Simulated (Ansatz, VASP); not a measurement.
## Y2TaN3: VASP beside Ansatz

The input INCAR:

```
SYSTEM = Y2TaN3
  PREC = Accurate
  ENCUT = 600
  EDIFF = 1E-6
  ISMEAR = 0
  SIGMA = 0.1
  LREAL = .FALSE.
  LASPH = .TRUE.
  NELM = 100
  ALGO = Normal
  ISIF = 3
  LWAVE = .FALSE.
  LCHARG = .FALSE.
  GGA = PE
  IBRION = 2
  NSW = 100
  EDIFFG = -0.01
```

Contents of KPOINTS:

```
Automatic mesh
0
G
  12 12 6
  0 0 0
```

The input POSCAR:

```
Y2TaN3
1.0
    3.3194638000      0.0000000000      0.0000000000
   -1.6597319000      2.8747399000      0.0000000000
    0.0000000000      0.0000000000      8.1831236000
Y Ta N
2 1 3
Direct
    0.3333333000      0.6666667000      0.6744400000
    0.6666667000      0.3333333000      0.3255600000
    0.0000000000      0.0000000000      0.0000000000
    0.0000000000      0.0000000000      0.5000000000
    0.3333333000      0.6666667000      0.1418670000
    0.6666667000      0.3333333000      0.8581330000
```

Input for Ansatz:

```yaml
crystal:
  lattice:
    - [3.3194638, 0.0, 0.0]
    - [-1.6597319, 2.8747399, 0.0]
    - [0.0, 0.0, 8.1831236]
  atoms:
    - { symbol: "Y", position: [0.3333333, 0.6666667, 0.67444] }
    - { symbol: "Y", position: [0.6666667, 0.3333333, 0.32556] }
    - { symbol: Ta, position: [0.0, 0.0, 0.0] }
    - { symbol: "N", position: [0.0, 0.0, 0.5] }
    - { symbol: "N", position: [0.3333333, 0.6666667, 0.141867] }
    - { symbol: "N", position: [0.6666667, 0.3333333, 0.858133] }
basis:
  ecutwfc: 420
kpoints:
  mp_grid: { grid: [12, 12, 6] }
hamiltonian:
  xc: pbe
scf:
  occupations: { method: gaussian, width: 0.1 }
output:
  forces: true
  stress: true
  eigenvalues: true
relax:
  adjacent_minimum: "off"
  f_tol: 0.01
  max_steps: 80
  cell: { stress_tol: 0.05 }
```

Change from the starting cell: relaxed end of: species swapped into the Zr3HC2 type (P-3m1, No. 164).

Alike in both runs: task relaxation of cell and atoms; functional PBE; k mesh 12 × 12 × 6; occupations gaussian, width 0.1 eV; no spin polarisation.

|  | VASP | Ansatz |
| --- | --- | --- |
| version | VASP 6.6.1 | Ansatz 0.2.0 |
| potentials or method | VASP PAW PBE potentials, release 64 (Y_sv, Ta_pv, N), cutoff 600 eV | scalar-relativistic, plane waves, PAW |
| valence electrons in the cell | 48 | 50 |

```tsv
	VASP	Ansatz	Ansatz less VASP
gap on the k mesh at the Fermi level, each at its own relaxed structure (eV)	none	none	-
relaxed volume (Å³/atom)	13.01	13.01	+0.009
relaxed cell length with the largest relative difference (Å)	8.179	8.183	+0.0042
```

A gap of «none» marks a metal or a gap that the smearing closes. VASP's potentials hold 48 valence electrons a cell and Ansatz's 50, so a difference there can come from the potentials and not from the codes.

Neither program's run includes spin-orbit coupling.
